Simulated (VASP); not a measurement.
Input of a VASP 6.6.1 run:

File INCAR:

```
SYSTEM = CO2
PREC = Accurate
ENCUT = 600
EDIFF = 1E-6
ISMEAR = 0
SIGMA = 0.1
LREAL = .FALSE.
LASPH = .TRUE.
NELM = 60
ALGO = Normal
ISIF = 3
LWAVE = .FALSE.
LCHARG = .FALSE.
GGA = PE
IBRION = 2
NSW = 80
EDIFFG = -0.05
```

KPOINTS

```
regular mesh
0
G
  6 6 6
  0 0 0
```

Contents of POSCAR:

```
CO2
1.0
   -2.2893153816      2.2893153816      3.3575890595
    2.2893153816     -2.2893153816      3.3575890595
    2.2893153816      2.2893153816     -3.3575890595
C O
2 4
Direct
    0.0000000000      0.0000000000      0.0000000000
    0.7500000000      0.2500000000      0.5000000000
    0.3750000000      0.2174786205      0.3424786205
    0.9674786205      0.6250000000      0.8424786205
    0.7825213795      0.1250000000      0.1575213795
    0.8750000000      0.0325213795      0.6575213795
```

Potentials or basis: VASP PAW PBE potentials, release 64 (C, O).

Command:

```sh
$ cat potpaw_PBE.64/C/POTCAR potpaw_PBE.64/O/POTCAR > POTCAR
$ mpirun -np 1 vasp_std > vasp.out
```

Problem. Estimate the band gap on the k mesh.

Solution. 7.64 eV, indirect (least direct gap 8.08 eV).

Problem. What does it give for the space group after relaxing (to 0.05 Å)?

Solution. I-42d (No. 122).

Problem. Predict the relaxed volume.

Solution. 7.85 Å³/atom.

Stress tensor (GPa, compression positive):
```
 0.45  0.00  0.00
 0.00  0.45  0.00
 0.00  0.00 -0.21
```

Caveat: the volume moved by over 15 % at a fixed basis, so the end points are rough. A k mesh can miss the band edges.
